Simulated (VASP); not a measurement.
# TiGe4Mo (Cmmm) in VASP: further runs

TiGe4Mo is run at these levels: PBE; tasks: single point.

Everything below comes from runs of VASP 6.6.1. Logs are shortened: lines on timing, memory, paths and dates and some standing lists are left out, and cuts for length are marked.

## 1. The cell of the first run

It takes space group Cmmm (No. 65, orthorhombic). The conventional cell has a = 4.705 Å, b = 8.333 Å, c = 4.680 Å, α = 90.00°, β = 90.00°, γ = 90.00°. Within 3.6 Å of Ti (site symmetry mmm) lie 10 Ge at 2.70 to 2.79 Å and 4 Mo at 3.32 Å. Ge (site symmetry m2m) has 9 Ge at 2.69 to 3.32 Å and 2 Ti at 2.70 Å and 3 Mo at 2.71 to 2.82 Å within 3.6 Å. Within 3.6 Å of Ge (site symmetry m2m) lie 2 Mo at 2.71 Å and 3 Ti at 2.72 to 2.79 Å and 9 Ge at 2.75 to 3.32 Å. Within 3.6 Å of Mo (site symmetry mmm) lie 10 Ge at 2.71 to 2.82 Å and 4 Ti at 3.32 Å.

## 2. Single point, PBE (15.29 Å³/atom)

Input file INCAR:

```
SYSTEM = TiGe4Mo
PREC = Accurate
ENCUT = 520
EDIFF = 1E-6
ISMEAR = 0
SIGMA = 0.1
LREAL = .FALSE.
LASPH = .TRUE.
NELM = 60
ALGO = Normal
ISIF = 2
LWAVE = .FALSE.
LCHARG = .TRUE.
GGA = PE
LELF = .TRUE.
LVHAR = .TRUE.
NBANDS = 50
```

Input file KPOINTS:

```
Automatic mesh
0
G
  10 10 8
  0 0 0
```

Input file POSCAR:

```
TiGe4Mo
1.0
    2.3525923912     -4.1665491383      0.0000000000
    2.3525923912      4.1665491383      0.0000000000
    0.0000000000      0.0000000000      4.6802722645
Ti Ge Mo
1 4 1
Direct
    0.5000000000      0.5000000000      0.5000000000
    0.6615760517      0.3384239483      0.0000000000
    0.1649887067      0.8350112933      0.5000000000
    0.3384239483      0.6615760517      0.0000000000
    0.8350112933      0.1649887067      0.5000000000
    0.0000000000      0.0000000000      0.0000000000
```

Potentials or basis: VASP PAW PBE potentials, release 64 (Ti_sv, Ge_d, Mo_sv).

Command:

```
> cat potpaw_PBE.64/Ti_sv/POTCAR potpaw_PBE.64/Ge_d/POTCAR potpaw_PBE.64/Mo_sv/POTCAR > POTCAR
> mpirun -np 1 vasp_std > vasp.out
```

OUTCAR:

```text
SYSTEM = TiGe4Mo
   PREC = Accurate
   ENCUT = 520
   EDIFF = 1E-6
   ISMEAR = 0
   LREAL = .FALSE.
   LASPH = .TRUE.
   NELM = 60
   ISIF = 2
   GGA = PE

 ion  position               nearest neighbor table
   1  0.500  0.500  0.500-   2 2.70   4 2.70   2 2.70   4 2.70   3 2.72   5 2.72   3 2.72   5 2.72
                             3 2.79   5 2.79
   2  0.662  0.338  0.000-   4 2.69   1 2.70   1 2.70   6 2.71   6 2.71   5 2.75   5 2.75   4 2.78
                             4 2.78   6 2.82
   3  0.165  0.835  0.500-   6 2.71   6 2.71   1 2.72   1 2.72   5 2.75   5 2.75   5 2.75   4 2.75
                             4 2.75   1 2.79
   4  0.338  0.662  0.000-   2 2.69   1 2.70   1 2.70   6 2.71   6 2.71   3 2.75   3 2.75   2 2.78
                             2 2.78   6 2.82
   5  0.835  0.165  0.500-   6 2.71   6 2.71   1 2.72   1 2.72   3 2.75   3 2.75   3 2.75   2 2.75
                             2 2.75   1 2.79
   6  0.000  0.000  0.000-   2 2.71   4 2.71   2 2.71   4 2.71   3 2.71   5 2.71   3 2.71   5 2.71
                             4 2.82   2 2.82

  LATTYP: Found a base centered orthorhombic cell.
 ALAT       =     4.7051847824
 B/A-ratio  =     1.7710459125
 C/A-ratio  =     0.9947053051

  Lattice vectors:

 A1 = (   2.3525923912,  -4.1665491383,   0.0000000000)
 A2 = (   2.3525923912,   4.1665491383,   0.0000000000)
 A3 = (   0.0000000000,   0.0000000000,   4.6802722645)

Analysis of symmetry for initial positions (statically):
=====================================================================
 Subroutine PRICEL returns:
 Original cell was already a primitive cell.

 Routine SETGRP: Setting up the symmetry group for a
 base centered orthorhombic supercell.

 Subroutine GETGRP returns: Found  8 space group operations
 (whereof  8 operations were pure point group operations)
 out of a pool of  8 trial point group operations.

The static configuration has the point symmetry D_2h.

Analysis of symmetry for dynamics (positions and initial velocities):
=====================================================================
 Subroutine PRICEL returns:
 Original cell was already a primitive cell.

 Routine SETGRP: Setting up the symmetry group for a
 base centered orthorhombic supercell.

 Subroutine GETGRP returns: Found  8 space group operations
 (whereof  8 operations were pure point group operations)
 out of a pool of  8 trial point group operations.

The dynamic configuration has the point symmetry D_2h.
[... 101 lines left out ...]
   ISPIN  =      1    spin polarized calculation?
   LNONCOLLINEAR =      F non collinear calculations
   LSORBIT =      F    spin-orbit coupling
   LASPH  =      T    aspherical Exc in radial PAW
   ENCUT  =  520.0 eV  38.22 Ry    6.18 a.u.   8.90  8.90  8.70*2*pi/ulx,y,z
   NELM   =     60;   NELMIN=  2; NELMDL= -5     # of ELM steps
   EDIFF  = 0.1E-05   stopping-criterion for ELM
   LREAL  =      F    real-space projection
[... 7 lines left out ...]
   TEBEG  =    0.0;   TEEND  =   0.0 temperature during run
   PSTRESS=    0.0 pullay stress
   NELECT =      82.0000    total number of electrons
   NUPDOWN=      -1.0000    fix difference up-down
   EMIN   =  10.00;   EMAX   =-10.00  energy-range for DOS
   EFERMI =   0.00;   METHOD = LEGACY
   ISMEAR =     0;   SIGMA  =   0.10  broadening in eV -4-tet -1-fermi 0-gaus
   EFERMI_NEDOS =   21; number of points for ismear=-14 and -15
   IALGO  =     38    algorithm
   IMIX   =      4    mixing-type and parameters
     AMIX     =   0.40;   BMIX     =  1.00
     AMIX_MAG =   1.60;   BMIX_MAG =  1.00
  volume/ion in A,a.u.               =      15.29       103.20
  Fermi-wavevector in a.u.,A,eV,Ry     =   1.576902  2.979913 33.832514  2.486620
  Thomas-Fermi vector in A             =   2.677665
   LORBIT       =      0    0 simple, 1 ext, 2 COOP (PROOUT), +10 PAW based schemes
   GGA     = PE    functional components
   LHFCALC =     F    Hartree Fock is set to
   AEXX    =    0.0000 exact exchange contribution
   IVDW    =     0    specifies the selected vdW correction
   LEPSILON=     F    determine dielectric tensor
   LRPA    =     F    only Hartree local field effects (RPA)
 non-spin polarized calculation
 Gauss-broadening in eV      SIGMA  =   0.10
  energy-cutoff  :      520.00
  volume of cell :       91.75
 maximum number of plane-waves:      2492
   NGX = 17   NGY = 17   NGZ = 17

 number of electron      82.0000038 magnetization

 Free energy of the ion-electron system (eV)
  ---------------------------------------------------
  ext. energy  EPLUGINS =         0.00000000
  ---------------------------------------------------
  free energy    TOTEN  =       -38.09548642 eV

  energy without entropy =      -38.08255027  energy(sigma->0) =      -38.08901835

 E-fermi :   9.4187     XC(G=0): -12.5415

 val. band max:        9.4083804559   @ k =  -0.4000   0.1000   0.0000
 cond. band min:       9.4211675583   @ k =   0.3000   0.1000   0.2500
 fundamental gap:      0.0127871024
 Fermi energy:         9.4187278621

 k-point     1 :       0.0000    0.0000    0.0000
  band No.  band energies     occupation
      1     -51.2451      2.00000
      2     -47.0289      2.00000
      3     -25.3965      2.00000
      4     -25.3585      2.00000
      5     -25.3563      2.00000
      6     -23.3834      2.00000
[... 1261 lines left out ...]
     49      13.5904      0.00000
     50      14.1918      0.00000

 [... further k-points ...]

------------------------ aborting loop because EDIFF is reached ----------------------------------------

  FORCE on cell =-STRESS in cart. coord.  units (eV):
  Direction    XX          YY          ZZ          XY          YZ          ZX
  --------------------------------------------------------------------------------------
  -------------------------------------------------------------------------------------
  Total        2.5901709      2.6373001      2.5962390     -0.0000000      0.0000000      0.0000000
  in kB       45.2287607     46.0517174     45.3347211     -0.0000000      0.0000000      0.0000000
  external PRESSURE =      45.5383997 kB  Pullay stress =       0.0000000 kB

 VOLUME and BASIS-vectors are now :
 -----------------------------------------------------------------------------
  energy-cutoff  :      520.00
  volume of cell :       91.75
      direct lattice vectors                 reciprocal lattice vectors
     2.352592391 -4.166549138  0.000000000     0.212531504 -0.120003385  0.000000000
     2.352592391  4.166549138  0.000000000     0.212531504  0.120003385  0.000000000
     0.000000000  0.000000000  4.680272265     0.000000000  0.000000000  0.213662784

 POSITION                                       TOTAL-FORCE (eV/Angst)
 -----------------------------------------------------------------------------------
      2.35259      0.00000      2.34014         0.000000      0.000000      0.000000
      2.35259     -1.34643      0.00000         0.000000      0.001057     -0.000000
      2.35259      2.79168      2.34014         0.000000     -0.001720      0.000000
      2.35259      1.34643      0.00000         0.000000     -0.001057      0.000000
      2.35259     -2.79168      2.34014         0.000000      0.001720      0.000000
      0.00000      0.00000      0.00000         0.000000      0.000000      0.000000
 -----------------------------------------------------------------------------------
    total drift:                                0.000000     -0.000000      0.000000

  FREE ENERGIE OF THE ION-ELECTRON SYSTEM (eV)
  ---------------------------------------------------
  free  energy   TOTEN  =       -38.0954864206 eV

  energy  without entropy=      -38.0825502705  energy(sigma->0) =      -38.08901835
```

stdout:

```text
POSCAR found type information on POSCAR TiGeMo
 POSCAR found :  3 types and       6 ions
 scaLAPACK will be used
 LDA part: xc-table for (Slater+PW92), standard interpolation
 POSCAR, INCAR and KPOINTS ok, starting setup
 FFT: planning ... GRIDC
 FFT: planning ... GRID_SOFT
 FFT: planning ... GRID
 WAVECAR not read
 entering main loop
```

Run time: 5.4 min. Hardware: 1 thread of Intel Xeon 6975P-C (Granite Rapids), shared host; peak memory 0.66 GiB.

Results:

| Item | Value |
| --- | --- |
| Free energy | -38.0955 eV |
| Pressure | 4.6 GPa |
| Band gap on the k mesh | zero (bands 41 and 42 overlap by 1.49 eV) |

Caveat: the cell stands under pressure.

## 3. Single point, PBE

This run uses another cell than the first one, of 15.77 Å³/atom.

Input file INCAR:

```
SYSTEM = TiGe4Mo
  ALGO = Normal
  EDIFF = 1E-6
  ENCUT = 520
  GGA = PE
  ISIF = 2
  ISMEAR = 0
  LASPH = .True.
  LCHARG = .True.
  LELF = .True.
  LREAL = .False.
  LVHAR = .True.
  LWAVE = .False.
  NBANDS = 50
  NELM = 80
  PREC = Accurate
  SIGMA = 0.1
```

Input file KPOINTS:

```
k-points
0
Gamma
  10 10 8
  0 0 0
```

Input file POSCAR:

```
TiGe4Mo
1.0
    2.3777252000     -4.2060533000      0.0000000000
    2.3777252000      4.2060533000      0.0000000000
    0.0000000000      0.0000000000      4.7291833000
Ti Ge Mo
1 4 1
Direct
    0.5000000000      0.5000000000      0.5000000000
    0.6610500000      0.3389500000      0.0000000000
    0.1643170000      0.8356830000      0.5000000000
    0.3389500000      0.6610500000      0.0000000000
    0.8356830000      0.1643170000      0.5000000000
    0.0000000000      0.0000000000      0.0000000000
```

Potentials or basis: VASP PAW PBE potentials, release 64 (Ti_sv, Ge_d, Mo_sv).

Command:

```
> cat potpaw_PBE.64/Ti_sv/POTCAR potpaw_PBE.64/Ge_d/POTCAR potpaw_PBE.64/Mo_sv/POTCAR > POTCAR
> mpirun -np 1 vasp_std > vasp.out
```

OUTCAR:

```text
SYSTEM = TiGe4Mo
   EDIFF = 1E-6
   ENCUT = 520
   GGA = PE
   ISIF = 2
   ISMEAR = 0
   LASPH = .True.
   LREAL = .False.
   NELM = 80
   PREC = Accurate

 ion  position               nearest neighbor table
   1  0.500  0.500  0.500-   2 2.73   4 2.73   2 2.73   4 2.73   3 2.75   5 2.75   3 2.75   5 2.75
                             3 2.82   5 2.82
   2  0.661  0.339  0.000-   4 2.71   1 2.73   1 2.73   6 2.74   6 2.74   5 2.78   5 2.78   4 2.81
                             4 2.81   6 2.85
   3  0.164  0.836  0.500-   6 2.74   6 2.74   1 2.75   1 2.75   5 2.76   5 2.78   5 2.78   4 2.78
                             4 2.78   1 2.82
   4  0.339  0.661  0.000-   2 2.71   1 2.73   1 2.73   6 2.74   6 2.74   3 2.78   3 2.78   2 2.81
                             2 2.81   6 2.85
[... 1485 lines left out ...]
  Total        0.0930872      0.1184729      0.1038132      0.0000000      0.0000000      0.0000000
  in kB        1.5766962      2.0066743      1.7583717      0.0000000      0.0000000      0.0000000
  external PRESSURE =       1.7805807 kB  Pullay stress =       0.0000000 kB

 VOLUME and BASIS-vectors are now :
 -----------------------------------------------------------------------------
  energy-cutoff  :      520.00
  volume of cell :       94.59
      direct lattice vectors                 reciprocal lattice vectors
     2.377725200 -4.206053300  0.000000000     0.210285024 -0.118876287  0.000000000
     2.377725200  4.206053300  0.000000000     0.210285024  0.118876287  0.000000000
     0.000000000  0.000000000  4.729183300     0.000000000  0.000000000  0.211453001

 POSITION                                       TOTAL-FORCE (eV/Angst)
 -----------------------------------------------------------------------------------
      2.37773      0.00000      2.36459         0.000000     -0.000000     -0.000000
      2.37773     -1.35477      0.00000         0.000000     -0.002817     -0.000000
      2.37773      2.82380      2.36459         0.000000     -0.001557      0.000000
      2.37773      1.35477      0.00000         0.000000      0.002817     -0.000000
      2.37773     -2.82380      2.36459         0.000000      0.001557     -0.000000
      0.00000      0.00000      0.00000         0.000000     -0.000000     -0.000000
 -----------------------------------------------------------------------------------
    total drift:                                0.000000      0.000000      0.000000

  FREE ENERGIE OF THE ION-ELECTRON SYSTEM (eV)
  ---------------------------------------------------
  free  energy   TOTEN  =       -38.1374250562 eV

  energy  without entropy=      -38.1238508445  energy(sigma->0) =      -38.13063795
```

OSZICAR:

```text
N       E                     dE             d eps       ncg     rms          rms(c)
DAV:   1     0.102318535823E+04    0.10232E+04   -0.37183E+04 19454   0.436E+03
DAV:   2     0.156609521188E+03   -0.86658E+03   -0.83545E+03 15740   0.101E+03
DAV:   3    -0.206872803212E+02   -0.17730E+03   -0.17148E+03 16264   0.274E+02
DAV:   4    -0.399256498467E+02   -0.19238E+02   -0.18767E+02 22112   0.824E+01
DAV:   5    -0.409307309929E+02   -0.10051E+01   -0.10004E+01 20160   0.179E+01    0.178E+01
DAV:   6    -0.389571377906E+02    0.19736E+01   -0.21294E+01 24314   0.219E+01    0.733E+00
DAV:   7    -0.386546540810E+02    0.30248E+00   -0.97831E+00 19138   0.172E+01    0.539E+00
DAV:   8    -0.382129068943E+02    0.44175E+00   -0.14069E+00 20496   0.815E+00    0.312E+00
DAV:   9    -0.381441199240E+02    0.68787E-01   -0.36979E-01 19284   0.442E+00    0.994E-01
DAV:  10    -0.381373384055E+02    0.67815E-02   -0.66862E-02 20442   0.297E+00    0.344E-01
DAV:  11    -0.381373643781E+02   -0.25973E-04   -0.52484E-03 20350   0.120E+00    0.850E-02
DAV:  12    -0.381374246113E+02   -0.60233E-04   -0.79779E-04 20514   0.407E-01    0.410E-02
DAV:  13    -0.381374254009E+02   -0.78958E-06   -0.15796E-04 19830   0.319E-01    0.194E-02
DAV:  14    -0.381374248253E+02    0.57554E-06   -0.35845E-05 21370   0.102E-01    0.394E-03
DAV:  15    -0.381374250562E+02   -0.23085E-06   -0.67354E-06 14696   0.232E-02
   1 F= -.38137425E+02 E0= -.38130638E+02  d E =-.135742E-01
```

Run time: 9.5 min. Hardware: 1 thread of Intel Xeon Platinum 8488C (Sapphire Rapids), shared host; peak memory 0.67 GiB.

Results:

| Quantity | Value |
| --- | --- |
| Free energy | -38.1374 eV |
| Pressure | 0.2 GPa |
| Band gap on the k mesh | zero (bands 41 and 42 overlap by 1.45 eV) |

Forces on the atoms (eV/Å):
```
Ti   0.000  0.000  0.000
Ge   0.000 -0.003  0.000
Ge   0.000 -0.002  0.000
Ge   0.000  0.003  0.000
Ge   0.000  0.002  0.000
Mo   0.000  0.000  0.000
```

Levels at points of the mesh, in eV from the Fermi level:
```csv
k point,band 38,band 39,band 40,band 41,band 42,band 43,band 44,band 45
"(0.00, 0.00, 0.00)",-1.40,-1.26,-0.89,-0.74,1.29,2.40,2.54,2.85
"(0.50, 0.00, 0.00)",-1.59,-1.44,-1.37,-0.36,-0.14,1.49,1.69,2.19
"(0.50, 0.50, 0.00)",-0.71,-0.60,0.13,0.16,0.39,0.65,1.32,2.44
"(0.00, 0.00, 0.50)",-1.73,-1.29,-0.94,-0.86,-0.70,2.02,2.58,3.32
"(0.50, 0.00, 0.50)",-1.40,-0.93,-0.45,0.75,0.88,2.33,2.45,2.93
"(0.50, 0.50, 0.50)",-1.17,-0.31,0.00,0.07,0.76,0.83,1.40,1.70
```
